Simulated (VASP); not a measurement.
# GaN (F-43m) in VASP: notebook

The runs below take GaN through phonons, with r2SCAN.

All numbers are computed with VASP 6.6.1; they aren't measurements. Logs are shortened: lines on timing, memory, paths and dates and some standing lists are left out, and cuts for length are marked.

### Step 1. The cell of the first run

It takes space group F-43m (No. 216, cubic). Conventional cell: a = 4.475 Å, b = 4.475 Å, c = 4.475 Å, α = 90.00°, β = 90.00°, γ = 90.00°. Within 2.6 Å of Ga (site symmetry -43m) lie 4 N at 1.94 Å. N (site symmetry -43m) has 4 Ga at 1.94 Å within 2.6 Å.

### Step 2. Phonons, r2SCAN (volume scaled by 0.985)

File INCAR:

```
SYSTEM = GaN
PREC = Accurate
ENCUT = 520
EDIFF = 1E-8
ISMEAR = 0
SIGMA = 0.01
LREAL = .False.
LASPH = .True.
NELM = 100
ALGO = Normal
ISIF = 2
LWAVE = .False.
LCHARG = .False.
METAGGA = R2SCAN
LMIXTAU = .True.
NBANDS = 16
IBRION = 6
NFREE = 2
POTIM = 0.015
NSW = 1
```

File KPOINTS:

```
regular mesh
0
Gamma
  8 8 8
  0 0 0
```

File POSCAR:

```
GaN
1.0
    0.0000000000      2.2376444176      2.2376444176
    2.2376444176      0.0000000000      2.2376444176
    2.2376444176      2.2376444176      0.0000000000
Ga N
1 1
Direct
    0.0000000000      0.0000000000      0.0000000000
    0.2500000000      0.2500000000      0.2500000000
```

Potentials or basis: VASP PAW PBE potentials, release 64 (Ga_d, N).

Command:

```console
$ cat potpaw_PBE.64/Ga_d/POTCAR potpaw_PBE.64/N/POTCAR > POTCAR
$ mpirun -np 1 vasp_std > vasp.out
```

OUTCAR:

```text
SYSTEM = GaN
   PREC = Accurate
   ENCUT = 520
   EDIFF = 1E-8
   ISMEAR = 0
   LREAL = .False.
   LASPH = .True.
   NELM = 100
   ISIF = 2
   METAGGA = R2SCAN
   IBRION = 6
   NFREE = 2
   POTIM = 0.015
   NSW = 1

 ion  position               nearest neighbor table
   1  0.000  0.000  0.000-   2 1.94   2 1.94   2 1.94   2 1.94
   2  0.250  0.250  0.250-   1 1.94   1 1.94   1 1.94   1 1.94

  LATTYP: Found a face centered cubic cell.
 ALAT       =     4.4752888352

  Lattice vectors:

 A1 = (   0.0000000000,   2.2376444176,   2.2376444176)
 A2 = (   2.2376444176,   0.0000000000,   2.2376444176)
 A3 = (   2.2376444176,   2.2376444176,   0.0000000000)

Analysis of symmetry for initial positions (statically):
=====================================================================
 Subroutine PRICEL returns:
 Original cell was already a primitive cell.

 Routine SETGRP: Setting up the symmetry group for a
 face centered cubic supercell.

 Subroutine GETGRP returns: Found 24 space group operations
 (whereof 24 operations were pure point group operations)
 out of a pool of 48 trial point group operations.

The static configuration has the point symmetry T_d .

Analysis of symmetry for dynamics (positions and initial velocities):
=====================================================================
 Subroutine PRICEL returns:
 Original cell was already a primitive cell.

 Routine SETGRP: Setting up the symmetry group for a
 face centered cubic supercell.

 Subroutine GETGRP returns: Found 24 space group operations
 (whereof 24 operations were pure point group operations)
 out of a pool of 48 trial point group operations.

The dynamic configuration has the point symmetry T_d .

 Subroutine INISYM returns: Found 24 space group operations
 (whereof 24 operations are pure point group operations),
 and found     1 'primitive' translations

----------------------------------------------------------------------------------------

                                     Primitive cell

  volume of cell :      22.4080

  direct lattice vectors                    reciprocal lattice vectors
     0.000000000  2.237644418  2.237644418    -0.223449265  0.223449265  0.223449265
     2.237644418  0.000000000  2.237644418     0.223449265 -0.223449265  0.223449265
     2.237644418  2.237644418  0.000000000     0.223449265  0.223449265 -0.223449265

  length of vectors
     3.164507083  3.164507083  3.164507083     0.387025480  0.387025480  0.387025480

  position of ions in fractional coordinates (direct lattice)
     0.000000000  0.000000000  0.000000000
     0.250000000  0.250000000  0.250000000

  ion indices of the primitive-cell ions
   primitive index   ion index
                 1           1
                 2           2

----------------------------------------------------------------------------------------

 KPOINTS: regular mesh

Automatic generation of k-mesh.
 Grid dimensions read from file:
 generate k-points for:    8    8    8

 Generating k-lattice:

  Cartesian coordinates                     Fractional coordinates (reciprocal lattice)
    -0.027931158  0.027931158  0.027931158     0.125000000  0.000000000  0.000000000
     0.027931158 -0.027931158  0.027931158     0.000000000  0.125000000  0.000000000
     0.027931158  0.027931158 -0.027931158     0.000000000  0.000000000  0.125000000

  Length of vectors
[... 47 lines left out ...]
   ISTART =      0    job   : 0-new  1-cont  2-samecut
   ICHARG =      2    charge: 1-file 2-atom 10-const
   ISPIN  =      1    spin polarized calculation?
   LNONCOLLINEAR =      F non collinear calculations
   LSORBIT =      F    spin-orbit coupling
   LASPH  =      T    aspherical Exc in radial PAW
   ENCUT  =  520.0 eV  38.22 Ry    6.18 a.u.   5.88  5.88  5.88*2*pi/ulx,y,z
   NELM   =    100;   NELMIN=  2; NELMDL= -5     # of ELM steps
   EDIFF  = 0.1E-07   stopping-criterion for ELM
   LREAL  =      F    real-space projection
   EDIFFG = 0.1E-06   stopping-criterion for IOM
   NSW    =     61    number of steps for IOM
   IBRION =      6    ionic relax: 0-MD 1-quasi-New 2-CG
   NFREE  =      2    steps in history (QN), initial steepest desc. (CG)
   ISIF   =      2    stress and relaxation
   ISYM   =      2    0-nonsym 1-usesym 2-fastsym
   POTIM  = 0.0150    time-step for ionic-motion
   TEBEG  =    0.0;   TEEND  =   0.0 temperature during run
   PSTRESS=    0.0 pullay stress
   NELECT =      18.0000    total number of electrons
   NUPDOWN=      -1.0000    fix difference up-down
   EMIN   =  10.00;   EMAX   =-10.00  energy-range for DOS
   EFERMI =   0.00;   METHOD = LEGACY
   ISMEAR =     0;   SIGMA  =   0.01  broadening in eV -4-tet -1-fermi 0-gaus
   EFERMI_NEDOS =   21; number of points for ismear=-14 and -15
   IALGO  =     38    algorithm
   IMIX   =      4    mixing-type and parameters
     AMIX     =   0.40;   BMIX     =  1.00
     AMIX_MAG =   1.60;   BMIX_MAG =  1.00
  volume/ion in A,a.u.               =      11.20        75.61
  Fermi-wavevector in a.u.,A,eV,Ry     =   1.521825  2.875831 31.510413  2.315950
  Thomas-Fermi vector in A             =   2.630487
   LORBIT       =      0    0 simple, 1 ext, 2 COOP (PROOUT), +10 PAW based schemes
   METAGGA = R2SCAN    functional components
   LHFCALC =     F    Hartree Fock is set to
   AEXX    =    0.0000 exact exchange contribution
   IVDW    =     0    specifies the selected vdW correction
   LEPSILON=     F    determine dielectric tensor
   LRPA    =     F    only Hartree local field effects (RPA)
 finite differences with symmetry
 non-spin polarized calculation
 Gauss-broadening in eV      SIGMA  =   0.01
  energy-cutoff  :      520.00
  volume of cell :       22.41
 maximum number of plane-waves:       620
   NGX = 11   NGY = 11   NGZ = 11

--------------------------------------- Ionic step        1  -------------------------------------------

 number of electron      18.0000015 magnetization

 Free energy of the ion-electron system (eV)
  ---------------------------------------------------
  ext. energy  EPLUGINS =         0.00000000
  ---------------------------------------------------
  free energy    TOTEN  =       -21.89014249 eV

  energy without entropy =      -21.89014249  energy(sigma->0) =      -21.89014249

------------------------ aborting loop because EDIFF is reached ----------------------------------------

  FORCE on cell =-STRESS in cart. coord.  units (eV):
  Direction    XX          YY          ZZ          XY          YZ          ZX
  --------------------------------------------------------------------------------------
  -------------------------------------------------------------------------------------
  Total        0.5885832      0.5885832      0.5885832      0.0000000      0.0000000     -0.0000000
  in kB       42.0838292     42.0838292     42.0838292      0.0000000      0.0000000     -0.0000000
  external PRESSURE =      42.0838292 kB  Pullay stress =       0.0000000 kB
[... 131 lines left out ...]
--------------------------------------- Ionic step        5  -------------------------------------------

 number of electron      18.0000014 magnetization

 Free energy of the ion-electron system (eV)
  ---------------------------------------------------
  ext. energy  EPLUGINS =         0.00000000
  ---------------------------------------------------
  free energy    TOTEN  =       -21.88863162 eV

  energy without entropy =      -21.88863162  energy(sigma->0) =      -21.88863162

 E-fermi :   5.4121     XC(G=0): -12.7600

 val. band max:        5.2779331150   @ k =   0.0000   0.0000   0.0000
 cond. band min:       7.5102508883   @ k =   0.0000   0.0000   0.0000
 fundamental gap:      2.2323177733
 Fermi energy:         5.4121195290

 k-point     1 :       0.0000    0.0000    0.0000
  band No.  band energies     occupation
      1     -11.6667      2.00000
      2      -8.6050      2.00000
      3      -8.5990      2.00000
      4      -8.5941      2.00000
      5      -8.2253      2.00000
      6      -8.2251      2.00000
[... 433 lines left out ...]
      3      -8.4082      2.00000
      4      -8.2487      2.00000
      5      -8.1918      2.00000
      6      -6.7921      2.00000
[... 8 lines left out ...]
     15      25.1793      0.00000
     16      27.6058      0.00000

 [... further k-points ...]
[... 5 lines left out ...]
  --------------------------------------------------------------------------------------
  -------------------------------------------------------------------------------------
  Total        0.5887315      0.5935996      0.5935996      0.0000000      0.1478935      0.0000000
  in kB       42.0944310     42.4424985     42.4424985      0.0000000     10.5744164      0.0000000
  external PRESSURE =      42.3264760 kB  Pullay stress =       0.0000000 kB
[... 17 lines left out ...]
  FREE ENERGIE OF THE ION-ELECTRON SYSTEM (eV)
  ---------------------------------------------------
  free  energy   TOTEN  =       -21.8886316231 eV

  energy  without entropy=      -21.8886316231  energy(sigma->0) =      -21.88863162

 INTERNAL STRAIN TENSORS FROM DISPLACED ATOMS
 ============================================

 INTERNAL STRAIN TENSOR FOR ION    1 for displacements in x,y,z  (eV/Angst):
          X           Y           Z          XY          YZ          ZX
  --------------------------------------------------------------------------------
  x     0.00000    -0.00000    -0.00000     0.00000     9.64848     0.00000
  y    -0.00000     0.00000    -0.00000     0.00000     0.00000     9.64848
  z    -0.00000    -0.00000     0.00000     9.64848     0.00000     0.00000

 INTERNAL STRAIN TENSOR FOR ION    2 for displacements in x,y,z  (eV/Angst):
          X           Y           Z          XY          YZ          ZX
  --------------------------------------------------------------------------------
  x     0.00000     0.00000     0.00000     0.00000    -9.88653     0.00000
  y    -0.00000     0.00000    -0.00000     0.00000     0.00000    -9.88653
  z     0.00000     0.00000     0.00000    -9.88653     0.00000     0.00000

 Eigenvectors and eigenvalues of the dynamical matrix
 ----------------------------------------------------

   1 f  =   16.919328 THz   106.307274 2PiTHz  564.368036 cm-1    69.972687 meV
             X         Y         Z           dx          dy          dz
      0.000000  0.000000  0.000000     0.000000    0.401052    0.000000
      1.118822  1.118822  1.118822     0.000000   -0.916055    0.000000
[... 21 lines left out ...]
   6 f/i=    0.145875 THz     0.916559 2PiTHz    4.865864 cm-1     0.603290 meV
             X         Y         Z           dx          dy          dz
      0.000000  0.000000  0.000000     0.000000    0.000000    0.916055
      1.118822  1.118822  1.118822     0.000000    0.000000    0.401052

 ELASTIC MODULI CONTR FROM IONIC RELAXATION (kBar)
 Direction    XX          YY          ZZ          XY          YZ          ZX
 --------------------------------------------------------------------------------
 XX          -0.0000     -0.0000     -0.0000      0.0000      0.0000      0.0000
 YY          -0.0000     -0.0000     -0.0000      0.0000      0.0000      0.0000
 ZZ          -0.0000     -0.0000     -0.0000      0.0000      0.0000      0.0000
 XY           0.0000      0.0000      0.0000   -507.3313      0.0000      0.0000
 YZ           0.0000      0.0000      0.0000      0.0000   -507.3313      0.0000
 ZX           0.0000      0.0000      0.0000      0.0000      0.0000   -507.3313
 --------------------------------------------------------------------------------
```

It took 3.8 min on 1 thread of Intel Xeon Platinum 8488C (Sapphire Rapids), shared host; peak memory 0.19 GiB.

Results:

| Quantity | Value |
| --- | --- |
| Highest phonon frequency at Γ, LO-TO splitting left out | 564 cm⁻¹ |

Phonon frequencies in cm⁻¹ (negative: imaginary):
```csv
q point,frequencies
"(0.000, 0.000, 0.000)",-5 -5 -5 564 564 564
```

Caveat: the cell differs from its parent crystal (volume scaled by 0.985); the cell wasn't relaxed at this level first, which shifts response properties; the PAW data sets were made with another functional, which shifts forces and pressure a little.

### Step 3. Phonons, r2SCAN

This run uses another cell than the first one, of 11.37 Å³/atom, 1.015 times its volume.

File INCAR:

```
SYSTEM = GaN
  ALGO = Normal
  EDIFF = 1E-8
  ENCUT = 520
  IBRION = 6
  ISIF = 2
  ISMEAR = 0
  LASPH = .TRUE.
  LCHARG = .TRUE.
  LMIXTAU = .TRUE.
  LREAL = .FALSE.
  LWAVE = .FALSE.
  METAGGA = R2SCAN
  NBANDS = 16
  NELM = 60
  NFREE = 2
  NSW = 1
  POTIM = 0.015
  PREC = Accurate
  SIGMA = 0.01
```

File KPOINTS:

```
k-points
0
G
  8 8 8
  0 0 0
```

File POSCAR:

```
GaN
1.0
    0.0000000000      2.2489458437      2.2489458437
    2.2489458437      0.0000000000      2.2489458437
    2.2489458437      2.2489458437      0.0000000000
Ga N
1 1
Direct
    0.0000000000      0.0000000000      0.0000000000
    0.2500000000      0.2500000000      0.2500000000
```

Potentials or basis: VASP PAW PBE potentials, release 64 (Ga_d, N).

Command:

```console
$ cat potpaw_PBE.64/Ga_d/POTCAR potpaw_PBE.64/N/POTCAR > POTCAR
$ mpirun -np 1 vasp_std > vasp.out
```

OUTCAR:

```text
SYSTEM = GaN
   EDIFF = 1E-8
   ENCUT = 520
   IBRION = 6
   ISIF = 2
   ISMEAR = 0
   LASPH = .TRUE.
   LREAL = .FALSE.
   METAGGA = R2SCAN
   NELM = 60
   NFREE = 2
   NSW = 1
   POTIM = 0.015
   PREC = Accurate

 ion  position               nearest neighbor table
   1  0.000  0.000  0.000-   2 1.95   2 1.95   2 1.95   2 1.95
   2  0.250  0.250  0.250-   1 1.95   1 1.95   1 1.95   1 1.95

  LATTYP: Found a face centered cubic cell.
 ALAT       =     4.4978916874

  Lattice vectors:

 A1 = (   0.0000000000,   2.2489458437,   2.2489458437)
 A2 = (   2.2489458437,   0.0000000000,   2.2489458437)
 A3 = (   2.2489458437,   2.2489458437,   0.0000000000)
[... 799 lines left out ...]
  --------------------------------------------------------------------------------------
  -------------------------------------------------------------------------------------
  Total        0.1561233      0.1605198      0.1605198      0.0000000      0.1345062      0.0000000
  in kB       10.9954074     11.3050428     11.3050428      0.0000000      9.4729674      0.0000000
  external PRESSURE =      11.2018310 kB  Pullay stress =       0.0000000 kB
[... 17 lines left out ...]
  FREE ENERGIE OF THE ION-ELECTRON SYSTEM (eV)
  ---------------------------------------------------
  free  energy   TOTEN  =       -21.8945917852 eV

  energy  without entropy=      -21.8945917852  energy(sigma->0) =      -21.89459179

 INTERNAL STRAIN TENSORS FROM DISPLACED ATOMS
 ============================================

 INTERNAL STRAIN TENSOR FOR ION    1 for displacements in x,y,z  (eV/Angst):
          X           Y           Z          XY          YZ          ZX
  --------------------------------------------------------------------------------
  x    -0.00000     0.00000     0.00000     0.00000     8.57004     0.00000
  y    -0.00000     0.00000    -0.00000     0.00000     0.00000     8.57004
  z     0.00000     0.00000     0.00000     8.57004     0.00000     0.00000

 INTERNAL STRAIN TENSOR FOR ION    2 for displacements in x,y,z  (eV/Angst):
          X           Y           Z          XY          YZ          ZX
  --------------------------------------------------------------------------------
  x     0.00000     0.00000     0.00000     0.00000    -8.99265     0.00000
  y     0.00000     0.00000     0.00000     0.00000     0.00000    -8.99265
  z     0.00000     0.00000     0.00000    -8.99265     0.00000     0.00000

 Eigenvectors and eigenvalues of the dynamical matrix
 ----------------------------------------------------

   1 f  =   16.554385 THz   104.014271 2PiTHz  552.194857 cm-1    68.463406 meV
             X         Y         Z           dx          dy          dz
      0.000000  0.000000  0.000000    -0.401296   -0.000000   -0.000000
      1.124473  1.124473  1.124473     0.915949    0.000000   -0.000000
[... 21 lines left out ...]
   6 f/i=    0.138330 THz     0.869152 2PiTHz    4.614188 cm-1     0.572086 meV
             X         Y         Z           dx          dy          dz
      0.000000  0.000000  0.000000     0.045005   -0.097706   -0.909610
      1.124473  1.124473  1.124473     0.019718   -0.042807   -0.398519

 ELASTIC MODULI CONTR FROM IONIC RELAXATION (kBar)
 Direction    XX          YY          ZZ          XY          YZ          ZX
 --------------------------------------------------------------------------------
 XX          -0.0000      0.0000     -0.0000     -0.0000      0.0000      0.0000
 YY           0.0000     -0.0000      0.0000     -0.0000     -0.0000     -0.0000
 ZZ          -0.0000      0.0000     -0.0000      0.0000     -0.0000      0.0000
 XY          -0.0000     -0.0000      0.0000   -421.8255      0.0000      0.0000
 YZ           0.0000     -0.0000     -0.0000      0.0000   -421.8255      0.0000
 ZX           0.0000     -0.0000      0.0000      0.0000      0.0000   -421.8255
 --------------------------------------------------------------------------------
```

OSZICAR:

```text
N       E                     dE             d eps       ncg     rms          rms(c)
DAV:   1     0.704485524888E+02    0.70449E+02   -0.94793E+03  1024   0.207E+03
DAV:   2    -0.208909578156E+02   -0.91340E+02   -0.85172E+02  1056   0.332E+02
DAV:   3    -0.267505022152E+02   -0.58595E+01   -0.58348E+01  1104   0.718E+01
[... 78 lines left out ...]
DAV:  10    -0.218945918825E+02   -0.86237E-06   -0.11102E-07  3184   0.434E-03    0.602E-04
DAV:  11    -0.218945917728E+02    0.10970E-06   -0.17696E-08  3672   0.125E-03    0.334E-04
DAV:  12    -0.218945918062E+02   -0.33398E-07   -0.41531E-10  1968   0.209E-04    0.286E-04
DAV:  13    -0.218945917802E+02    0.26005E-07   -0.35200E-10  1608   0.195E-04    0.167E-05
DAV:  14    -0.218945917852E+02   -0.50250E-08   -0.10403E-10  1624   0.101E-04
   5 F= -.21894592E+02 E0= -.21894592E+02  d E =-.801719E-89
```

stdout:

```text
POSCAR found type information on POSCAR GaN
 POSCAR found :  2 types and       2 ions
 scaLAPACK will be used
 -----------------------------------------------------------------------------
|                                                                             |
|                                                                             |
|     You enforced a specific xc type in the INCAR file but a different       |
|     I HOPE YOU KNOW WHAT YOU ARE DOING!                                     |
|                                                                             |
 -----------------------------------------------------------------------------

 LDA part: xc-table for (None), standard interpolation
 POSCAR, INCAR and KPOINTS ok, starting setup
 FFT: planning ... GRIDC
 FFT: planning ... GRID_SOFT
 FFT: planning ... GRID
 WAVECAR not read
 entering main loop
 Found     2 degrees of freedom:
 Finite differences POTIM= 0.01500 DOF=   2
 bond charge predicted
 Finite differences progress:
 bond charge predicted
 Finite differences progress:
 bond charge predicted
 Finite differences progress:
 bond charge predicted
 Finite differences progress:
```

Wall time 3.8 min (1 thread of Intel Xeon Platinum 8488C (Sapphire Rapids), shared host); peak memory 0.2 GiB.

What came out:

* Highest phonon frequency at Γ, LO-TO splitting left out: 552 cm⁻¹

Phonon frequencies in cm⁻¹ (negative: imaginary):
```csv
q point,frequencies
"(0.000, 0.000, 0.000)",-5 -5 -5 552 552 552
```

Caveat: the cell wasn't relaxed at this level first, which shifts response properties; the PAW data sets were made with another functional, which shifts forces and pressure a little.
